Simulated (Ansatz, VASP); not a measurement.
## Two plane-wave programs on HfC

Contents of INCAR:

```
SYSTEM = HfC
  PREC = Accurate
  ENCUT = 520
  EDIFF = 1E-8
  ISMEAR = -1
  SIGMA = 0.05
  LREAL = .FALSE.
  LASPH = .TRUE.
  NELM = 100
  ALGO = Normal
  ISIF = 2
  LWAVE = .FALSE.
  LCHARG = .FALSE.
  GGA = CA
  LEFG = .TRUE.
  NBANDS = 14
```

KPOINTS

```
Automatic mesh
0
G
  15 15 15
  0 0 0
```

File POSCAR:

```
HfC
1.0
    0.0000000000      2.3250000000      2.3250000000
    2.3250000000      0.0000000000      2.3250000000
    2.3250000000      2.3250000000      0.0000000000
Hf C
1 1
Direct
    0.5000000000      0.5000000000      0.5000000000
    0.0000000000      0.0000000000      0.0000000000
```

Input for Ansatz:

```yaml
crystal:
  lattice:
    - [0.0, 2.325, 2.325]
    - [2.325, 0.0, 2.325]
    - [2.325, 2.325, 0.0]
  atoms:
    - { symbol: Hf, position: [0.5, 0.5, 0.5] }
    - { symbol: C, position: [0.0, 0.0, 0.0] }
kpoints:
  mp_grid: { grid: [15, 15, 15] }
  band_path:
    path:
      - [0.0, 0.0, 0.0]
      - [0.5, 0.0, 0.5]
      - [0.625, 0.25, 0.625]
      - [0.375, 0.375, 0.75]
      - [0.0, 0.0, 0.0]
      - [0.5, 0.5, 0.5]
      - [0.5, 0.25, 0.75]
      - [0.5, 0.0, 0.5]
    npoints: 5
scf:
  occupations: { method: fermi_dirac, width: 0.05 }
hamiltonian:
  xc: lda
  pseudopotentials: { kind: paw }
output:
  forces: true
  stress: true
  eigenvalues: true
  efg: { contact_densities: true }
  write_density: true
  write_potential: true
  elf: true
  volumetric_format: npy
```

Alike in both runs: task electric field gradients; functional LDA; k mesh 15 × 15 × 15; occupations fermi-dirac, width 0.05 eV; no spin polarisation.

|  | VASP | Ansatz |
| --- | --- | --- |
| version | VASP 6.6.1 | Ansatz 0.2.0 |
| potentials or method | VASP PAW LDA potentials, release 64 (Hf_pv, C) | PAW with Ansatz's default frozen-core files, scalar-relativistic |
| plane-wave cutoff (eV) | 520 | 420 |
| valence electrons in the cell | 14 | 30 |

|  | VASP | Ansatz | Ansatz less VASP |
| --- | --- | --- | --- |
| pressure (GPa) | -11.6 | -11.9 | -0.31 |

LDA's correlation is that of Perdew and Zunger in VASP and of Perdew and Wang (1992) in Ansatz. VASP's potentials hold 14 valence electrons a cell and Ansatz's 30, so a difference there can come from the potentials and not from the codes.

Neither program's run includes spin-orbit coupling.
